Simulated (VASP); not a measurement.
# LiF (I4/mmm) in VASP: a series of runs, part 2 of 2

VASP 6.6.1. Earlier steps stand in the parts before.

## (3) Single point, r2SCAN

Contents of POSCAR:

```
LiF
1.0
    0.0000000000      1.9815104477      2.0805859701
    1.9815104477      0.0000000000      2.0805859701
    1.9815104477      1.9815104477      0.0000000000
Li F
1 1
Direct
    0.0000000000      0.0000000000      0.0000000000
    0.5000000000      0.5000000000      0.5000000000
```

Contents of INCAR.step1:

```
  PREC = Accurate
  ENCUT = 520
  ISMEAR = 0
  SIGMA = 0.05
  LREAL = F
  LASPH = T
  NELM = 100
  NBANDS = 12
  GGA = PE
  ALGO = Normal
  EDIFF = 1E-4
  LWAVE = T
  LCHARG = F
```

Contents of INCAR.step2:

```
  PREC = Accurate
  ENCUT = 520
  EDIFF = 1E-6
  ISMEAR = 0
  SIGMA = 0.05
  LREAL = F
  LASPH = T
  NELM = 100
  ALGO = Normal
  ISIF = 2
  LWAVE = F
  LCHARG = T
  METAGGA = R2SCAN
  LMIXTAU = T
  LELF = T
  LVHAR = T
  NBANDS = 12
  ISTART = 1
```

Contents of KPOINTS:

```
regular mesh
0
Gamma
  12 12 12
```

Potentials or basis: VASP PAW PBE potentials, release 64 (Li_sv, F).

Command:

```
cat potpaw_PBE.64/Li_sv/POTCAR potpaw_PBE.64/F/POTCAR > POTCAR
cp INCAR.step1 INCAR
mpirun -np 1 vasp_std > vasp.out
cp INCAR.step2 INCAR
mpirun -np 1 vasp_std > vasp.out
```

OUTCAR:

```text
PREC = Accurate
   ENCUT = 520
   EDIFF = 1E-6
   ISMEAR = 0
   LREAL = F
   LASPH = T
   NELM = 100
   ISIF = 2
   METAGGA = R2SCAN
   ISTART = 1

 ion  position               nearest neighbor table
   1  0.000  0.000  0.000-   2 1.98   2 1.98   2 1.98   2 1.98   2 2.08   2 2.08
   2  0.500  0.500  0.500-   1 1.98   1 1.98   1 1.98   1 1.98   1 2.08   1 2.08

  LATTYP: Found a body centered tetragonal cell.
 ALAT       =     2.8022789491
 C/A-ratio  =     1.4849242405

  Lattice vectors:

 A1 = (  -1.9815104477,   0.0000000000,   2.0805859701)
 A2 = (   1.9815104477,   0.0000000000,   2.0805859701)
 A3 = (   0.0000000000,   1.9815104477,  -2.0805859701)

Analysis of symmetry for initial positions (statically):
=====================================================================
 Subroutine PRICEL returns:
 Original cell was already a primitive cell.

 Routine SETGRP: Setting up the symmetry group for a
 body centered tetragonal supercell.

 Subroutine GETGRP returns: Found 16 space group operations
 (whereof 16 operations were pure point group operations)
 out of a pool of 16 trial point group operations.

The static configuration has the point symmetry D_4h.

Analysis of symmetry for dynamics (positions and initial velocities):
=====================================================================
 Subroutine PRICEL returns:
 Original cell was already a primitive cell.

 Routine SETGRP: Setting up the symmetry group for a
 body centered tetragonal supercell.

 Subroutine GETGRP returns: Found 16 space group operations
 (whereof 16 operations were pure point group operations)
 out of a pool of 16 trial point group operations.

The dynamic configuration has the point symmetry D_4h.

 Subroutine INISYM returns: Found 16 space group operations
 (whereof 16 operations are pure point group operations),
 and found     1 'primitive' translations

----------------------------------------------------------------------------------------

                                     Primitive cell

  volume of cell :      16.3384

  direct lattice vectors                    reciprocal lattice vectors
     0.000000000  1.981510448  2.080585970    -0.252332760  0.252332760  0.240316914
     1.981510448  0.000000000  2.080585970     0.252332760 -0.252332760  0.240316914
     1.981510448  1.981510448  0.000000000     0.252332760  0.252332760 -0.240316914

  length of vectors
     2.873190149  2.873190149  2.802278949     0.430227687  0.430227687  0.430227687

  position of ions in fractional coordinates (direct lattice)
     0.000000000  0.000000000  0.000000000
     0.500000000  0.500000000  0.500000000

  ion indices of the primitive-cell ions
   primitive index   ion index
                 1           1
                 2           2

----------------------------------------------------------------------------------------

 KPOINTS: regular mesh

Automatic generation of k-mesh.
 Grid dimensions read from file:
 generate k-points for:   12   12   12

 Generating k-lattice:

  Cartesian coordinates                     Fractional coordinates (reciprocal lattice)
[... 41 lines left out ...]
 [... further k-points ...]
   k-points           NKPTS =    163   k-points in BZ     NKDIM =    163   number of bands    NBANDS=     12
   number of dos      NEDOS =    301   number of ions     NIONS =      2
   total plane-waves  NPLWV =  13824
   dimension x,y,z NGX =    24 NGY =   24 NGZ =   24
   dimension x,y,z NGXF=    48 NGYF=   48 NGZF=   48
   ions per type =               1   1
   NGX,Y,Z   is equivalent  to a cutoff of  13.89, 13.89, 14.24 a.u.
   NGXF,Y,Z  is equivalent  to a cutoff of  27.77, 27.77, 28.48 a.u.
 SYSTEM =  unknown system
   PREC   = accura    normal or accurate (medium, high low for compatibility)
   ISTART =      1    job   : 0-new  1-cont  2-samecut
   ICHARG =      0    charge: 1-file 2-atom 10-const
   ISPIN  =      1    spin polarized calculation?
   LNONCOLLINEAR =      F non collinear calculations
   LSORBIT =      F    spin-orbit coupling
   LASPH  =      T    aspherical Exc in radial PAW
   ENCUT  =  520.0 eV  38.22 Ry    6.18 a.u.   5.34  5.34  5.21*2*pi/ulx,y,z
   NELM   =    100;   NELMIN=  2; NELMDL=  0     # of ELM steps
   EDIFF  = 0.1E-05   stopping-criterion for ELM
   LREAL  =      F    real-space projection
   EDIFFG = 0.1E-04   stopping-criterion for IOM
   NSW    =      0    number of steps for IOM
   IBRION =     -1    ionic relax: 0-MD 1-quasi-New 2-CG
   NFREE  =      0    steps in history (QN), initial steepest desc. (CG)
   ISIF   =      2    stress and relaxation
   ISYM   =      2    0-nonsym 1-usesym 2-fastsym
   POTIM  = 0.5000    time-step for ionic-motion
   TEBEG  =    0.0;   TEEND  =   0.0 temperature during run
   PSTRESS=    0.0 pullay stress
   NELECT =      10.0000    total number of electrons
   NUPDOWN=      -1.0000    fix difference up-down
   EMIN   =  10.00;   EMAX   =-10.00  energy-range for DOS
   EFERMI =   0.00;   METHOD = LEGACY
   ISMEAR =     0;   SIGMA  =   0.05  broadening in eV -4-tet -1-fermi 0-gaus
   EFERMI_NEDOS =   21; number of points for ismear=-14 and -15
   IALGO  =     38    algorithm
   IMIX   =      4    mixing-type and parameters
     AMIX     =   0.40;   BMIX     =  1.00
     AMIX_MAG =   1.60;   BMIX_MAG =  1.00
  volume/ion in A,a.u.               =       8.17        55.13
  Fermi-wavevector in a.u.,A,eV,Ry     =   1.389970  2.626662 26.286674  1.932016
  Thomas-Fermi vector in A             =   2.513950
   LORBIT       =      0    0 simple, 1 ext, 2 COOP (PROOUT), +10 PAW based schemes
   METAGGA = R2SCAN    functional components
   LHFCALC =     F    Hartree Fock is set to
   AEXX    =    0.0000 exact exchange contribution
   IVDW    =     0    specifies the selected vdW correction
   LEPSILON=     F    determine dielectric tensor
   LRPA    =     F    only Hartree local field effects (RPA)
 non-spin polarized calculation
 Gauss-broadening in eV      SIGMA  =   0.05
  energy-cutoff  :      520.00
  volume of cell :       16.34
 maximum number of plane-waves:       452
 NGX is ok and might be reduce to    24
   NGX = 11   NGY = 11   NGZ = 11

 number of electron       9.9999993 magnetization

 Free energy of the ion-electron system (eV)
  ---------------------------------------------------
  ext. energy  EPLUGINS =         0.00000000
  ---------------------------------------------------
  free energy    TOTEN  =       -11.89305054 eV

  energy without entropy =      -11.89305054  energy(sigma->0) =      -11.89305054

 E-fermi :  -1.1535     XC(G=0): -10.5425

 val. band max:       -1.5837260151   @ k =   0.0000   0.0000   0.0000
 cond. band min:       8.6053207516   @ k =   0.0000   0.0000   0.0000
 fundamental gap:     10.1890467667
 Fermi energy:        -1.1535226190

 k-point     1 :       0.0000    0.0000    0.0000
  band No.  band energies     occupation
      1     -43.6973      2.00000
      2     -22.7400      2.00000
      3      -1.6808      2.00000
      4      -1.6808      2.00000
      5      -1.5837      2.00000
      6       8.6053      0.00000
      7      23.6028      0.00000
      8      23.6131      0.00000
      9      24.0022      0.00000
     10      24.0022      0.00000
     11      24.8781      0.00000
     12      24.8786      0.00000
[... 331 lines left out ...]
 k-point    24 :      -0.4167    0.1667    0.0000
  band No.  band energies     occupation
      1     -43.6361      2.00000
      2     -22.2702      2.00000
      3      -3.9861      2.00000
      4      -2.5969      2.00000
      5      -1.9422      2.00000
      6      11.2988      0.00000
      7      15.3880      0.00000
      8      18.9165      0.00000
      9      19.5082      0.00000
     10      28.1210      0.00000
     11      30.8592      0.00000
     12      31.3019      0.00000

 [... further k-points ...]

------------------------ aborting loop because EDIFF is reached ----------------------------------------

  FORCE on cell =-STRESS in cart. coord.  units (eV):
  Direction    XX          YY          ZZ          XY          YZ          ZX
  --------------------------------------------------------------------------------------
  -------------------------------------------------------------------------------------
  Total       -0.1280597     -0.1280597     -0.4958848      0.0000000      0.0000000      0.0000000
  in kB      -12.5578353    -12.5578353    -48.6276193      0.0000000      0.0000000      0.0000000
  external PRESSURE =     -24.5810966 kB  Pullay stress =       0.0000000 kB

 VOLUME and BASIS-vectors are now :
 -----------------------------------------------------------------------------
  energy-cutoff  :      520.00
  volume of cell :       16.34
      direct lattice vectors                 reciprocal lattice vectors
     0.000000000  1.981510448  2.080585970    -0.252332760  0.252332760  0.240316914
     1.981510448  0.000000000  2.080585970     0.252332760 -0.252332760  0.240316914
     1.981510448  1.981510448  0.000000000     0.252332760  0.252332760 -0.240316914

 POSITION                                       TOTAL-FORCE (eV/Angst)
 -----------------------------------------------------------------------------------
      0.00000      0.00000      0.00000         0.000000      0.000000     -0.000000
      1.98151      1.98151      2.08059        -0.000000     -0.000000      0.000000
 -----------------------------------------------------------------------------------
    total drift:                               -0.000000     -0.000000      0.000000

  FREE ENERGIE OF THE ION-ELECTRON SYSTEM (eV)
  ---------------------------------------------------
  free  energy   TOTEN  =       -11.8930505397 eV

  energy  without entropy=      -11.8930505397  energy(sigma->0) =      -11.89305054
```

OUTCAR.step1:

```text
PREC = Accurate
   ENCUT = 520
   ISMEAR = 0
   LREAL = F
   LASPH = T
[... 584 lines left out ...]
 -----------------------------------------------------------------------------------
      0.00000      0.00000      0.00000         0.000000      0.000000      0.000000
      1.98151      1.98151      2.08059        -0.000000      0.000000      0.000000
 -----------------------------------------------------------------------------------
    total drift:                               -0.000000     -0.000000      0.000000

  FREE ENERGIE OF THE ION-ELECTRON SYSTEM (eV)
  ---------------------------------------------------
  free  energy   TOTEN  =        -9.6313824466 eV

  energy  without entropy=       -9.6313824466  energy(sigma->0) =       -9.63138245
```

OSZICAR.step1:

```text
N       E                     dE             d eps       ncg     rms          rms(c)
DAV:   1     0.309320607352E+02    0.30932E+02   -0.53750E+03  4096   0.846E+02
DAV:   2    -0.912330603027E+01   -0.40055E+02   -0.39150E+02  4736   0.187E+02
DAV:   3    -0.101367419895E+02   -0.10134E+01   -0.10115E+01  5136   0.260E+01
DAV:   4    -0.101459392908E+02   -0.91973E-02   -0.91969E-02  4464   0.269E+00
DAV:   5    -0.101460448958E+02   -0.10560E-03   -0.10560E-03  5248   0.212E-01    0.456E+00
DAV:   6    -0.962006450358E+01    0.52598E+00   -0.25194E+00  4392   0.984E+00    0.139E+00
DAV:   7    -0.962446463556E+01   -0.44001E-02   -0.18822E-02  5196   0.120E+00    0.862E-01
DAV:   8    -0.963135817206E+01   -0.68935E-02   -0.15175E-02  4756   0.128E+00    0.112E-01
DAV:   9    -0.963138244662E+01   -0.24275E-04   -0.96656E-04  4552   0.278E-01
   1 F= -.96313824E+01 E0= -.96313824E+01  d E =-.415327E-16
```

It took 33 s on 1 thread of Intel Xeon 6975P-C (Granite Rapids), shared host; peak memory 0.15 GiB.

Results:

- Free energy: -11.8931 eV
- Band gap on the k mesh: 10.19 eV

Levels at points of the mesh, in eV from the valence-band top:
| k point | band 1 | band 2 | band 3 | band 4 | band 5 | band 6 | band 7 | band 8 | band 9 | band 10 |
| --- | --- | --- | --- | --- | --- | --- | --- | --- | --- | --- |
| (0.00, 0.00, 0.00) | -42.11 | -21.16 | -0.10 | -0.10 | 0.00 | 10.19 | 25.19 | 25.20 | 25.59 | 25.59 |
| (0.50, 0.00, 0.00) | -42.06 | -20.75 | -2.55 | -0.36 | -0.25 | 11.77 | 18.06 | 19.94 | 20.86 | 31.75 |
| (0.50, 0.50, 0.00) | -42.05 | -20.53 | -3.09 | -0.97 | -0.97 | 15.39 | 17.85 | 19.03 | 22.37 | 22.37 |
| (0.50, 0.00, 0.50) | -42.04 | -20.46 | -3.05 | -1.27 | -0.96 | 16.32 | 17.18 | 19.06 | 21.23 | 22.05 |

Caveat: the cutoff is under 1.25 times the usual one of these potentials, so pressure, stress and relaxed cells hold a basis-set (Pulay) error; the PAW data sets were made with another functional, which shifts forces and pressure a little. A k mesh can miss the band edges.
